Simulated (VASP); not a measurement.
# Rb (Im-3m) in VASP: a series of runs

Rb is run at these levels: PBEsol; tasks: single point.

All numbers are computed with VASP 6.6.1; they aren't measurements. Logs are shortened: lines on timing, memory, paths and dates and some standing lists are left out, and cuts for length are marked.

## Step 1: The cell of the first run

Symmetry: Im-3m, No. 229, cubic system. The conventional cell has a = 5.371 Å, b = 5.371 Å, c = 5.371 Å, α = 90.00°, β = 90.00°, γ = 90.00°.

## Step 2: Single point, PBEsol (77.48 Å³/atom)

INCAR reads:

```
PREC = Accurate
ENCUT = 520
EDIFF = 1E-6
ISMEAR = 0
SIGMA = 0.1
LREAL = F
LASPH = T
NELM = 100
ALGO = Normal
ISIF = 2
LWAVE = F
LCHARG = F
GGA = PS
NBANDS = 10
```

KPOINTS reads:

```
Automatic mesh
0
Gamma
  10 10 10
```

POSCAR reads:

```
Rb
1.0
   -2.6855908299      2.6855908299      2.6855908299
    2.6855908299     -2.6855908299      2.6855908299
    2.6855908299      2.6855908299     -2.6855908299
Rb
1
Direct
    0.0000000000      0.0000000000      0.0000000000
```

Potentials or basis: VASP PAW PBE potentials, release 64 (Rb_sv).

On the command line:

```
> cat potpaw_PBE.64/Rb_sv/POTCAR > POTCAR
> mpirun -np 1 vasp_std > vasp.out
```

OUTCAR:

```text
PREC = Accurate
   ENCUT = 520
   EDIFF = 1E-6
   ISMEAR = 0
   LREAL = F
   LASPH = T
   NELM = 100
   ISIF = 2
   GGA = PS

 ion  position               nearest neighbor table
   1  0.000  0.000  0.000-

  LATTYP: Found a body centered cubic cell.
 ALAT       =     5.3711816598

  Lattice vectors:

 A1 = (  -2.6855908299,   2.6855908299,   2.6855908299)
 A2 = (   2.6855908299,  -2.6855908299,   2.6855908299)
 A3 = (   2.6855908299,   2.6855908299,  -2.6855908299)

Analysis of symmetry for initial positions (statically):
=====================================================================
 Subroutine PRICEL returns:
 Original cell was already a primitive cell.

 Routine SETGRP: Setting up the symmetry group for a
 body centered cubic supercell.

 Subroutine GETGRP returns: Found 48 space group operations
 (whereof 48 operations were pure point group operations)
 out of a pool of 48 trial point group operations.

The static configuration has the point symmetry O_h .

Analysis of symmetry for dynamics (positions and initial velocities):
=====================================================================
 Subroutine PRICEL returns:
 Original cell was already a primitive cell.

 Routine SETGRP: Setting up the symmetry group for a
 body centered cubic supercell.

 Subroutine GETGRP returns: Found 48 space group operations
 (whereof 48 operations were pure point group operations)
 out of a pool of 48 trial point group operations.

The dynamic configuration has the point symmetry O_h .

 Subroutine INISYM returns: Found 48 space group operations
 (whereof 48 operations are pure point group operations),
 and found     1 'primitive' translations

----------------------------------------------------------------------------------------

                                     Primitive cell

  volume of cell :      77.4782

  direct lattice vectors                    reciprocal lattice vectors
    -2.685590830  2.685590830  2.685590830     0.000000000  0.186178771  0.186178771
     2.685590830 -2.685590830  2.685590830     0.186178771  0.000000000  0.186178771
     2.685590830  2.685590830 -2.685590830     0.186178771  0.186178771  0.000000000

  length of vectors
     4.651579766  4.651579766  4.651579766     0.263296543  0.263296543  0.263296543

  position of ions in fractional coordinates (direct lattice)
     0.000000000  0.000000000  0.000000000

  ion indices of the primitive-cell ions
   primitive index   ion index
                 1           1

----------------------------------------------------------------------------------------

 KPOINTS: Automatic mesh

Automatic generation of k-mesh.
 Grid dimensions read from file:
 generate k-points for:   10   10   10

 Generating k-lattice:

  Cartesian coordinates                     Fractional coordinates (reciprocal lattice)
     0.000000000  0.018617877  0.018617877     0.100000000  0.000000000  0.000000000
     0.018617877  0.000000000  0.018617877     0.000000000  0.100000000  0.000000000
     0.018617877  0.018617877  0.000000000     0.000000000  0.000000000  0.100000000

  Length of vectors
     0.026329654  0.026329654  0.026329654

  Shift w.r.t. Gamma in fractional coordinates (k-lattice)
     0.000000000  0.000000000  0.000000000

 Subroutine IBZKPT returns following result:
 ===========================================

 Found     47 irreducible k-points:

 Following reciprocal coordinates:
            Coordinates               Weight
  0.000000  0.000000  0.000000      1.000000
  0.100000  0.000000  0.000000     12.000000
  0.200000  0.000000  0.000000     12.000000
  0.300000  0.000000  0.000000     12.000000
  0.400000  0.000000  0.000000     12.000000
  0.500000  0.000000  0.000000      6.000000
[... 16 lines left out ...]
  0.300000  0.300000  0.100000      8.000000
 -0.300000  0.300000  0.100000     24.000000
 [... further k-points ...]
   k-points           NKPTS =     47   k-points in BZ     NKDIM =     47   number of bands    NBANDS=     10
   number of dos      NEDOS =    301   number of ions     NIONS =      1
   total plane-waves  NPLWV =  46656
   dimension x,y,z NGX =    36 NGY =   36 NGZ =   36
   dimension x,y,z NGXF=    72 NGYF=   72 NGZF=   72
   ions per type =               1
   NGX,Y,Z   is equivalent  to a cutoff of  12.87, 12.87, 12.87 a.u.
   NGXF,Y,Z  is equivalent  to a cutoff of  25.73, 25.73, 25.73 a.u.
 SYSTEM =  unknown system
   PREC   = accura    normal or accurate (medium, high low for compatibility)
   ISTART =      0    job   : 0-new  1-cont  2-samecut
   ICHARG =      2    charge: 1-file 2-atom 10-const
   ISPIN  =      1    spin polarized calculation?
   LNONCOLLINEAR =      F non collinear calculations
   LSORBIT =      F    spin-orbit coupling
   LASPH  =      T    aspherical Exc in radial PAW
   ENCUT  =  520.0 eV  38.22 Ry    6.18 a.u.   8.65  8.65  8.65*2*pi/ulx,y,z
   NELM   =    100;   NELMIN=  2; NELMDL= -5     # of ELM steps
   EDIFF  = 0.1E-05   stopping-criterion for ELM
   LREAL  =      F    real-space projection
   EDIFFG = 0.1E-04   stopping-criterion for IOM
   NSW    =      0    number of steps for IOM
   IBRION =     -1    ionic relax: 0-MD 1-quasi-New 2-CG
   NFREE  =      0    steps in history (QN), initial steepest desc. (CG)
   ISIF   =      2    stress and relaxation
   ISYM   =      2    0-nonsym 1-usesym 2-fastsym
   POTIM  = 0.5000    time-step for ionic-motion
   TEBEG  =    0.0;   TEEND  =   0.0 temperature during run
   PSTRESS=    0.0 pullay stress
   NELECT =       9.0000    total number of electrons
   NUPDOWN=      -1.0000    fix difference up-down
   EMIN   =  10.00;   EMAX   =-10.00  energy-range for DOS
   EFERMI =   0.00;   METHOD = LEGACY
   ISMEAR =     0;   SIGMA  =   0.10  broadening in eV -4-tet -1-fermi 0-gaus
   EFERMI_NEDOS =   21; number of points for ismear=-14 and -15
   IALGO  =     38    algorithm
   IMIX   =      4    mixing-type and parameters
     AMIX     =   0.40;   BMIX     =  1.00
     AMIX_MAG =   1.60;   BMIX_MAG =  1.00
  volume/ion in A,a.u.               =      77.48       522.85
  Fermi-wavevector in a.u.,A,eV,Ry     =   0.798784  1.509482  8.681269  0.638055
  Thomas-Fermi vector in A             =   1.905761
   LORBIT       =      0    0 simple, 1 ext, 2 COOP (PROOUT), +10 PAW based schemes
   GGA     = PS    functional components
   LHFCALC =     F    Hartree Fock is set to
   AEXX    =    0.0000 exact exchange contribution
   IVDW    =     0    specifies the selected vdW correction
   LEPSILON=     F    determine dielectric tensor
   LRPA    =     F    only Hartree local field effects (RPA)
 non-spin polarized calculation
 Gauss-broadening in eV      SIGMA  =   0.10
  energy-cutoff  :      520.00
  volume of cell :       77.48
 maximum number of plane-waves:      2110
   NGX = 17   NGY = 17   NGZ = 17

 number of electron       9.0000000 magnetization

 Free energy of the ion-electron system (eV)
  ---------------------------------------------------
  ext. energy  EPLUGINS =         0.00000000
  ---------------------------------------------------
  free energy    TOTEN  =        -1.01366044 eV

  energy without entropy =       -1.00718787  energy(sigma->0) =       -1.01042415

 E-fermi :   0.3340     XC(G=0):  -5.9383

 val. band max:        0.3323842042   @ k =   0.3000   0.2000   0.0000
 cond. band min:       0.3350308814   @ k =  -0.3000   0.4000   0.2000
 fundamental gap:      0.0026466773
 Fermi energy:         0.3339869506

 k-point     1 :       0.0000    0.0000    0.0000
  band No.  band energies     occupation
      1     -28.4536      2.00000
      2     -12.4785      2.00000
      3     -12.4785      2.00000
      4     -12.4785      2.00000
      5      -1.8717      2.00000
      6       4.1474      0.00000
      7       4.1474      0.00000
      8       4.1474      0.00000
      9       5.2163      0.00000
     10       5.2163      0.00000

 k-point     2 :       0.1000    0.0000    0.0000
  band No.  band energies     occupation
      1     -28.4527      2.00000
      2     -12.4951      2.00000
      3     -12.4837      2.00000
      4     -12.4786      2.00000
      5      -1.7343      2.00000
      6       3.9457      0.00000
      7       3.9662      0.00000
      8       4.2799      0.00000
      9       4.9694      0.00000
     10       5.1687      0.00000

 k-point     3 :       0.2000    0.0000    0.0000
  band No.  band energies     occupation
      1     -28.4504      2.00000
      2     -12.5379      2.00000
      3     -12.4974      2.00000
      4     -12.4787      2.00000
      5      -1.3387      2.00000
      6       3.2665      0.00000
      7       3.5924      0.00000
      8       4.6711      0.00000
      9       4.9528      0.00000
     10       5.1200      0.00000

 k-point     4 :       0.3000    0.0000    0.0000
  band No.  band energies     occupation
      1     -28.4476      2.00000
      2     -12.5895      2.00000
      3     -12.5141      2.00000
      4     -12.4789      2.00000
      5      -0.7340      2.00000
      6       2.4795      0.00000
      7       3.2407      0.00000
      8       5.0924      0.00000
      9       5.1977      0.00000
     10       5.3028      0.00000

 k-point     5 :       0.4000    0.0000    0.0000
  band No.  band energies     occupation
      1     -28.4453      2.00000
      2     -12.6303      2.00000
      3     -12.5275      2.00000
      4     -12.4791      2.00000
      5      -0.0110      2.00000
      6       1.7449      0.00000
      7       3.0070      0.00000
      8       5.0430      0.00000
      9       5.4622      0.00000
     10       6.1441      0.00000

 k-point     6 :       0.5000    0.0000    0.0000
  band No.  band energies     occupation
      1     -28.4444      2.00000
      2     -12.6456      2.00000
      3     -12.5326      2.00000
      4     -12.4792      2.00000
      5       0.5129      0.01140
      6       1.2448      0.00000
      7       2.9262      0.00000
      8       4.9345      0.00000
      9       5.9180      0.00000
     10       5.9455      0.00000
[... 183 lines left out ...]
 k-point    21 :       0.3000    0.2000    0.1000
  band No.  band energies     occupation
      1     -28.4441      2.00000
      2     -12.6105      2.00000
      3     -12.5525      2.00000
      4     -12.5082      2.00000
      5       0.8899      0.00000
      6       1.6161      0.00000
      7       2.1679      0.00000
      8       4.3833      0.00000
      9       5.7155      0.00000
     10       5.9594      0.00000

 k-point    22 :      -0.2000    0.2000    0.1000
  band No.  band energies     occupation
      1     -28.4496      2.00000
      2     -12.5380      2.00000
      3     -12.5029      2.00000
      4     -12.4917      2.00000
      5      -1.2097      2.00000
      6       3.2981      0.00000
      7       3.6217      0.00000
      8       4.1922      0.00000
      9       4.6561      0.00000
     10       5.6720      0.00000

 k-point    23 :       0.3000    0.3000    0.1000
  band No.  band energies     occupation
      1     -28.4438      2.00000
      2     -12.5834      2.00000
      3     -12.5834      2.00000
      4     -12.5134      2.00000
      5       1.5332      0.00000
      6       1.5332      0.00000
      7       1.6659      0.00000
      8       4.1012      0.00000
      9       5.8368      0.00000
     10       5.8368      0.00000

 k-point    24 :      -0.3000    0.3000    0.1000
  band No.  band energies     occupation
      1     -28.4468      2.00000
      2     -12.5871      2.00000
      3     -12.5199      2.00000
      4     -12.4913      2.00000
      5      -0.6132      2.00000
      6       2.5043      0.00000
      7       3.3077      0.00000
      8       4.2962      0.00000
      9       5.2753      0.00000
     10       5.7334      0.00000

 [... further k-points ...]

------------------------ aborting loop because EDIFF is reached ----------------------------------------

  FORCE on cell =-STRESS in cart. coord.  units (eV):
  Direction    XX          YY          ZZ          XY          YZ          ZX
  --------------------------------------------------------------------------------------
  -------------------------------------------------------------------------------------
  Total        0.1940629      0.1940629      0.1940629      0.0000000     -0.0000000     -0.0000000
  in kB        4.0130407      4.0130407      4.0130407      0.0000000     -0.0000000     -0.0000000
  external PRESSURE =       4.0130407 kB  Pullay stress =       0.0000000 kB

 VOLUME and BASIS-vectors are now :
 -----------------------------------------------------------------------------
  energy-cutoff  :      520.00
  volume of cell :       77.48
      direct lattice vectors                 reciprocal lattice vectors
    -2.685590830  2.685590830  2.685590830     0.000000000  0.186178771  0.186178771
     2.685590830 -2.685590830  2.685590830     0.186178771  0.000000000  0.186178771
     2.685590830  2.685590830 -2.685590830     0.186178771  0.186178771  0.000000000

 POSITION                                       TOTAL-FORCE (eV/Angst)
 -----------------------------------------------------------------------------------
      0.00000      0.00000      0.00000        -0.000000     -0.000000     -0.000000
 -----------------------------------------------------------------------------------
    total drift:                               -0.000000      0.000000      0.000000

  FREE ENERGIE OF THE ION-ELECTRON SYSTEM (eV)
  ---------------------------------------------------
  free  energy   TOTEN  =        -1.0136604371 eV

  energy  without entropy=       -1.0071878665  energy(sigma->0) =       -1.01042415
```

Run time: 21 s. Hardware: 1 thread of Intel Xeon Platinum 8488C (Sapphire Rapids), shared host; peak memory 0.21 GiB.

Results:

```
Free energy            : -1.0137 eV
Pressure               : 0.4 GPa
Band gap on the k mesh : zero (an odd number of electrons rules out a gap without spin polarisation)
```

Caveat: the PAW data sets were made with another functional, which shifts forces and pressure a little.

## Step 3: Single point, PBEsol (80.12 Å³/atom)

This run uses another cell than the first one, of 80.12 Å³/atom.

INCAR reads:

```
PREC = Accurate ; ENCUT = 520
EDIFF = 1E-6 ; ISMEAR = 0
SIGMA = 0.1 ; LREAL = False
LASPH = True ; NELM = 80
ALGO = Normal ; ISIF = 2
LWAVE = False ; LCHARG = False
GGA = PS ; NBANDS = 10
```

KPOINTS is that of step 2.

POSCAR reads:

```
Rb
1.0
   -2.7157685336      2.7157685336      2.7157685336
    2.7157685336     -2.7157685336      2.7157685336
    2.7157685336      2.7157685336     -2.7157685336
Rb
1
Direct
    0.0000000000      0.0000000000      0.0000000000
```

Potentials or basis: VASP PAW PBE potentials, release 64 (Rb_sv).

On the command line:

```
> cat potpaw_PBE.64/Rb_sv/POTCAR > POTCAR
> mpirun -np 1 vasp_std > vasp.out
```

Wall time 20 s (1 thread of Intel Xeon Platinum 8488C (Sapphire Rapids), shared host); peak memory 0.21 GiB.

Results (log left out):

```
Free energy            : -1.0191 eV
Pressure               : 0.3 GPa
Band gap on the k mesh : zero (an odd number of electrons rules out a gap without spin polarisation)
```

Levels at points of the mesh, in eV from the Fermi level:
```tsv
k point	band 1	band 2	band 3	band 4	band 5	band 6	band 7	band 8	band 9	band 10
(0.00, 0.00, 0.00)	-28.80	-12.83	-12.83	-12.83	-2.16	3.79	3.79	3.79	4.83	4.83
(0.50, 0.00, 0.00)	-28.79	-12.98	-12.88	-12.83	0.19	0.88	2.59	4.53	5.51	5.52
(0.50, 0.50, 0.50)	-28.79	-12.94	-12.94	-12.94	1.16	1.16	3.58	3.58	3.58	5.52
```

Caveat: the PAW data sets were made with another functional, which shifts forces and pressure a little.

The gap in the log of VASP goes by the Fermi energy; the results here count the filled bands.